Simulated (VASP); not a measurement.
Input of a VASP 6.6.1 run:

Contents of INCAR:

```
PREC = Accurate
ENCUT = 520
EDIFF = 1E-6
ISMEAR = -1
SIGMA = 0.05
LREAL = False
LASPH = True
NELM = 100
ALGO = Normal
ISIF = 2
LWAVE = False
LCHARG = True
GGA = PE
LELF = True
LVHAR = True
NBANDS = 13
```

File KPOINTS:

```
Automatic mesh
0
Gamma
  12 12 12
```

POSCAR

```
Pb
1.0
    3.1992108731      0.0000000000      0.0000000000
    0.0000000000      3.1992108731      0.0000000000
    0.0000000000      0.0000000000      3.1992108731
Pb
1
Direct
    0.0000000000      0.0000000000      0.0000000000
```

Potentials or basis: VASP PAW PBE potentials, release 64 (Pb_d).

The run is started by

```bash
$ cat potpaw_PBE.64/Pb_d/POTCAR > POTCAR
$ mpirun -np 1 vasp_std > vasp.out
```

(1) Predict the pressure.

(2) Predict the band gap on the k mesh.

## Answers

(1) 2.0 GPa.

(2) zero (band 7 reaches 11.25 eV, above the bottom of band 8 at 4.35 eV).

Caveat: spin-orbit coupling is left out, which moves the levels of the heavy elements.
